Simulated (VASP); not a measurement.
# Ge (R-3) in VASP: further runs

Ge is run at these levels: LDA; tasks: single point.

Everything below comes from runs of VASP 6.6.1. Logs are shortened: lines on timing, memory, paths and dates and some standing lists are left out, and cuts for length are marked.

## (1) The cell of the first run

Symmetry: R-3, No. 148, trigonal system. Conventional cell: a = 9.370 Å, b = 9.370 Å, c = 6.366 Å, α = 90.00°, β = 90.00°, γ = 120.00°. Ge (site symmetry 3) has 4 Ge at 2.36 to 2.75 Å within 3.1 Å. Within 3.1 Å of Ge (site symmetry 1) lie 4 Ge at 2.36 to 2.58 Å.

## (2) Single point, LDA

Input file INCAR:

```
SYSTEM = Ge
  PREC = Accurate
  ENCUT = 520
  EDIFF = 1E-6
  ISMEAR = 0
  SIGMA = 0.15
  LREAL = .False.
  LASPH = .True.
  NELM = 100
  ALGO = Fast
  ISIF = 2
  LWAVE = .False.
  LCHARG = .False.
  NBANDS = 66
```

Input file KPOINTS:

```
regular mesh
0
Gamma
  9 9 9
  0 0 0
```

Input file POSCAR:

```
Ge
1.0
    4.6849000000      2.7048282761      2.1219333333
   -4.6849000000      2.7048282761      2.1219333333
    0.0000000000     -5.4096565523      2.1219333333
Ge
8
Direct
    0.7160372198      0.7160372198      0.7160372198
    0.2839627802      0.2839627802      0.2839627802
    0.0289443365      0.7253625346      0.5322921793
    0.5322921793      0.0289443365      0.7253625346
    0.7253625346      0.5322921793      0.0289443365
    0.9710556635      0.2746374654      0.4677078207
    0.4677078207      0.9710556635      0.2746374654
    0.2746374654      0.4677078207      0.9710556635
```

Potentials or basis: VASP PAW LDA potentials, release 64 (Ge_d).

Command:

```console
$ cat potpaw_LDA.64/Ge_d/POTCAR > POTCAR
$ mpirun -np 1 vasp_std > vasp.out
```

OUTCAR:

```text
SYSTEM = Ge
   PREC = Accurate
   ENCUT = 520
   EDIFF = 1E-6
   ISMEAR = 0
   LREAL = .False.
   LASPH = .True.
   NELM = 100
   ISIF = 2

 ion  position               nearest neighbor table
   1  0.716  0.716  0.716-   4 2.36   3 2.36   5 2.36   2 2.75
   2  0.284  0.284  0.284-   7 2.36   6 2.36   8 2.36   1 2.75
   3  0.029  0.725  0.532-   1 2.36   6 2.43   4 2.58   5 2.58
   4  0.532  0.029  0.725-   1 2.36   7 2.43   3 2.58   5 2.58
   5  0.725  0.532  0.029-   1 2.36   8 2.43   4 2.58   3 2.58
   6  0.971  0.275  0.468-   2 2.36   3 2.43   7 2.58   8 2.58
   7  0.468  0.971  0.275-   2 2.36   4 2.43   6 2.58   8 2.58
   8  0.275  0.468  0.971-   2 2.36   5 2.43   7 2.58   6 2.58

  LATTYP: Found a trigonal (rhomboedric) cell.
 ALAT       =     5.8109366787
 COS(alpha) =    -0.2999850567

  Lattice vectors:

 A1 = (   4.6849000000,   2.7048282761,   2.1219333333)
 A2 = (  -4.6849000000,   2.7048282761,   2.1219333333)
 A3 = (   0.0000000000,  -5.4096565523,   2.1219333333)

Analysis of symmetry for initial positions (statically):
=====================================================================
 Subroutine PRICEL returns:
 Original cell was already a primitive cell.

 Routine SETGRP: Setting up the symmetry group for a
 trigonal (rhombohedral) supercell.

 Subroutine GETGRP returns: Found  6 space group operations
 (whereof  6 operations were pure point group operations)
 out of a pool of 12 trial point group operations.

The static configuration has the point symmetry S_6 .

Analysis of symmetry for dynamics (positions and initial velocities):
=====================================================================
 Subroutine PRICEL returns:
 Original cell was already a primitive cell.

 Routine SETGRP: Setting up the symmetry group for a
 trigonal (rhombohedral) supercell.

 Subroutine GETGRP returns: Found  6 space group operations
 (whereof  6 operations were pure point group operations)
 out of a pool of 12 trial point group operations.

The dynamic configuration has the point symmetry S_6 .

 Subroutine INISYM returns: Found  6 space group operations
 (whereof  6 operations are pure point group operations),
 and found     1 'primitive' translations

----------------------------------------------------------------------------------------

                                     Primitive cell

  volume of cell :     161.3329

  direct lattice vectors                    reciprocal lattice vectors
     4.684900000  2.704828276  2.121933333     0.106725864  0.061618206  0.157089447
    -4.684900000  2.704828276  2.121933333    -0.106725864  0.061618206  0.157089447
     0.000000000 -5.409656552  2.121933333     0.000000000 -0.123236413  0.157089447

  length of vectors
     5.810936679  5.810936679  5.810936679     0.199660481  0.199660481  0.199660481

  position of ions in fractional coordinates (direct lattice)
     0.716037220  0.716037220  0.716037220
     0.283962780  0.283962780  0.283962780
     0.028944336  0.725362535  0.532292179
     0.532292179  0.028944336  0.725362535
     0.725362535  0.532292179  0.028944336
     0.971055664  0.274637465  0.467707821
     0.467707821  0.971055664  0.274637465
     0.274637465  0.467707821  0.971055664

  ion indices of the primitive-cell ions
   primitive index   ion index
                 1           1
                 2           2
                 3           3
                 4           4
                 5           5
                 6           6
                 7           7
                 8           8

----------------------------------------------------------------------------------------

 KPOINTS: regular mesh

Automatic generation of k-mesh.
 Grid dimensions read from file:
 generate k-points for:    9    9    9

 Generating k-lattice:

  Cartesian coordinates                     Fractional coordinates (reciprocal lattice)
     0.011858429  0.006846467  0.017454383     0.111111111  0.000000000 -0.000000000
    -0.011858429  0.006846467  0.017454383     0.000000000  0.111111111 -0.000000000
     0.000000000 -0.013692935  0.017454383     0.000000000  0.000000000  0.111111111

  Length of vectors
     0.022184498  0.022184498  0.022184498

  Shift w.r.t. Gamma in fractional coordinates (k-lattice)
     0.000000000  0.000000000  0.000000000

 Subroutine IBZKPT returns following result:
 ===========================================

 Found    125 irreducible k-points:

 Following reciprocal coordinates:
            Coordinates               Weight
  0.000000  0.000000  0.000000      1.000000
  0.111111  0.000000  0.000000      6.000000
  0.222222 -0.000000  0.000000      6.000000
  0.333333 -0.000000  0.000000      6.000000
  0.444444 -0.000000  0.000000      6.000000
  0.111111  0.111111  0.000000      6.000000
[... 16 lines left out ...]
  0.444444  0.222222  0.000000      6.000000
 -0.444444  0.000000 -0.222222      6.000000
 [... further k-points ...]
   k-points           NKPTS =    125   k-points in BZ     NKDIM =    125   number of bands    NBANDS=     66
   number of dos      NEDOS =    301   number of ions     NIONS =      8
   total plane-waves  NPLWV = 110592
   dimension x,y,z NGX =    48 NGY =   48 NGZ =   48
   dimension x,y,z NGXF=    96 NGYF=   96 NGZF=   96
   ions per type =               8
   NGX,Y,Z   is equivalent  to a cutoff of  13.73, 13.73, 13.73 a.u.
   NGXF,Y,Z  is equivalent  to a cutoff of  27.46, 27.46, 27.46 a.u.
 SYSTEM =  Ge
   PREC   = accura    normal or accurate (medium, high low for compatibility)
   ISTART =      0    job   : 0-new  1-cont  2-samecut
   ICHARG =      2    charge: 1-file 2-atom 10-const
   ISPIN  =      1    spin polarized calculation?
   LNONCOLLINEAR =      F non collinear calculations
   LSORBIT =      F    spin-orbit coupling
   LASPH  =      T    aspherical Exc in radial PAW
   ENCUT  =  520.0 eV  38.22 Ry    6.18 a.u.  10.80 10.80 10.80*2*pi/ulx,y,z
   NELM   =    100;   NELMIN=  2; NELMDL= -5     # of ELM steps
   EDIFF  = 0.1E-05   stopping-criterion for ELM
   LREAL  =      F    real-space projection
   EDIFFG = 0.1E-04   stopping-criterion for IOM
   NSW    =      0    number of steps for IOM
   IBRION =     -1    ionic relax: 0-MD 1-quasi-New 2-CG
   NFREE  =      0    steps in history (QN), initial steepest desc. (CG)
   ISIF   =      2    stress and relaxation
   ISYM   =      2    0-nonsym 1-usesym 2-fastsym
   POTIM  = 0.5000    time-step for ionic-motion
   TEBEG  =    0.0;   TEEND  =   0.0 temperature during run
   PSTRESS=    0.0 pullay stress
   NELECT =     112.0000    total number of electrons
   NUPDOWN=      -1.0000    fix difference up-down
   EMIN   =  10.00;   EMAX   =-10.00  energy-range for DOS
   EFERMI =   0.00;   METHOD = LEGACY
   ISMEAR =     0;   SIGMA  =   0.15  broadening in eV -4-tet -1-fermi 0-gaus
   EFERMI_NEDOS =   21; number of points for ismear=-14 and -15
   IALGO  =     68    algorithm
   IMIX   =      4    mixing-type and parameters
     AMIX     =   0.40;   BMIX     =  1.00
     AMIX_MAG =   1.60;   BMIX_MAG =  1.00
  volume/ion in A,a.u.               =      20.17       136.09
  Fermi-wavevector in a.u.,A,eV,Ry     =   1.449572  2.739294 28.589370  2.101259
  Thomas-Fermi vector in A             =   2.567283
   LORBIT       =      0    0 simple, 1 ext, 2 COOP (PROOUT), +10 PAW based schemes
   GGA     = CA    functional components
   LHFCALC =     F    Hartree Fock is set to
   AEXX    =    0.0000 exact exchange contribution
   IVDW    =     0    specifies the selected vdW correction
   LEPSILON=     F    determine dielectric tensor
   LRPA    =     F    only Hartree local field effects (RPA)
 non-spin polarized calculation
 RMM-DIIS sequential band-by-band and
 Gauss-broadening in eV      SIGMA  =   0.15
  energy-cutoff  :      520.00
  volume of cell :      161.33
 maximum number of plane-waves:      4370
 NGX is ok and might be reduce to    48
   NGX = 21   NGY = 21   NGZ = 21

 number of electron     112.0000004 magnetization

 Free energy of the ion-electron system (eV)
  ---------------------------------------------------
  ext. energy  EPLUGINS =         0.00000000
  ---------------------------------------------------
  free energy    TOTEN  =       -39.83027063 eV

  energy without entropy =      -39.81516799  energy(sigma->0) =      -39.82271931

 E-fermi :   5.6127     XC(G=0): -11.0204

 val. band max:        5.6110501508   @ k =   0.2222  -0.1111   0.4444
 cond. band min:       5.6249035492   @ k =   0.3333   0.2222   0.0000
 fundamental gap:      0.0138533985
 Fermi energy:         5.6127401053

 k-point     1 :       0.0000    0.0000    0.0000
  band No.  band energies     occupation
      1     -19.2956      2.00000
      2     -19.2956      2.00000
      3     -19.2719      2.00000
      4     -19.2719      2.00000
      5     -19.2639      2.00000
      6     -19.2195      2.00000
[... 58 lines left out ...]
     65      11.2734      0.00000
     66      12.2988      0.00000

 k-point     2 :       0.1111    0.0000    0.0000
  band No.  band energies     occupation
      1     -19.2962      2.00000
      2     -19.2948      2.00000
      3     -19.2723      2.00000
      4     -19.2702      2.00000
      5     -19.2623      2.00000
      6     -19.2225      2.00000
[... 58 lines left out ...]
     65      11.4217      0.00000
     66      11.6360      0.00000

 k-point     3 :       0.2222   -0.0000    0.0000
  band No.  band energies     occupation
      1     -19.2973      2.00000
      2     -19.2925      2.00000
      3     -19.2736      2.00000
      4     -19.2661      2.00000
      5     -19.2577      2.00000
      6     -19.2287      2.00000
[... 1438 lines left out ...]
     65      10.2907      0.00000
     66      10.9553      0.00000

 k-point    24 :      -0.4444    0.0000   -0.2222
  band No.  band energies     occupation
      1     -19.2950      2.00000
      2     -19.2857      2.00000
      3     -19.2743      2.00000
      4     -19.2593      2.00000
      5     -19.2464      2.00000
      6     -19.2381      2.00000
[... 58 lines left out ...]
     65      10.7662      0.00000
     66      11.1869      0.00000

 [... further k-points ...]

------------------------ aborting loop because EDIFF is reached ----------------------------------------

  FORCE on cell =-STRESS in cart. coord.  units (eV):
  Direction    XX          YY          ZZ          XY          YZ          ZX
  --------------------------------------------------------------------------------------
  -------------------------------------------------------------------------------------
  Total        6.8412650      6.8412650    -10.2479806     -0.0000001      0.0000000      0.0000000
  in kB       67.9397572     67.9397572   -101.7714280     -0.0000008      0.0000000      0.0000000
  external PRESSURE =      11.3693621 kB  Pullay stress =       0.0000000 kB

 VOLUME and BASIS-vectors are now :
 -----------------------------------------------------------------------------
  energy-cutoff  :      520.00
  volume of cell :      161.33
      direct lattice vectors                 reciprocal lattice vectors
     4.684900000  2.704828276  2.121933333     0.106725864  0.061618206  0.157089447
    -4.684900000  2.704828276  2.121933333    -0.106725864  0.061618206  0.157089447
     0.000000000 -5.409656552  2.121933333     0.000000000 -0.123236413  0.157089447

 POSITION                                       TOTAL-FORCE (eV/Angst)
 -----------------------------------------------------------------------------------
      0.00000     -0.00000      4.55815        -0.000000      0.000000     -0.930833
      0.00000     -0.00000      1.80765        -0.000000     -0.000000      0.930833
     -3.26265     -0.83925      2.73008         0.096362      0.817202      0.087553
      2.35813     -2.40591      2.73008        -0.755899     -0.325149      0.087553
      0.90452      3.24516      2.73008         0.659537     -0.492053      0.087553
      3.26265      0.83925      3.63572        -0.096362     -0.817202     -0.087553
     -2.35813      2.40591      3.63572         0.755899      0.325149     -0.087553
     -0.90452     -3.24516      3.63572        -0.659537      0.492053     -0.087553
 -----------------------------------------------------------------------------------
    total drift:                               -0.000000      0.000000      0.000000

  FREE ENERGIE OF THE ION-ELECTRON SYSTEM (eV)
  ---------------------------------------------------
  free  energy   TOTEN  =       -39.8302706269 eV

  energy  without entropy=      -39.8151679934  energy(sigma->0) =      -39.82271931
```

It took 1.6 h on 1 thread of Oxide Virtual Turin-like, shared host; peak memory 0.82 GiB.

Results:

| Property | Result |
| --- | --- |
| Free energy | -39.8303 eV |
| Pressure | 1.1 GPa |
| Largest force | 0.931 eV/Å |
| Band gap on the k mesh | zero (bands 56 and 57 overlap by 0.90 eV) |

Forces in eV/Å, atoms in the order of the input:
```
Ge   0.000  0.000 -0.931
Ge   0.000  0.000  0.931
Ge   0.096  0.817  0.088
Ge  -0.756 -0.325  0.088
Ge   0.660 -0.492  0.088
Ge  -0.096 -0.817 -0.088
Ge   0.756  0.325 -0.088
Ge  -0.660  0.492 -0.088
```

Levels at points of the mesh, in eV from the Fermi level:
```tsv
k point	band 53	band 54	band 55	band 56	band 57	band 58	band 59	band 60
(0.00, 0.00, 0.00)	-3.62	-1.21	-1.21	-0.48	1.56	1.84	1.84	3.60
```

Caveat: the stress differs along the axes, from -10 to 7 GPa.

[end of part 1 of 3]

The gap in the log of VASP goes by the Fermi energy; the results here count the filled bands.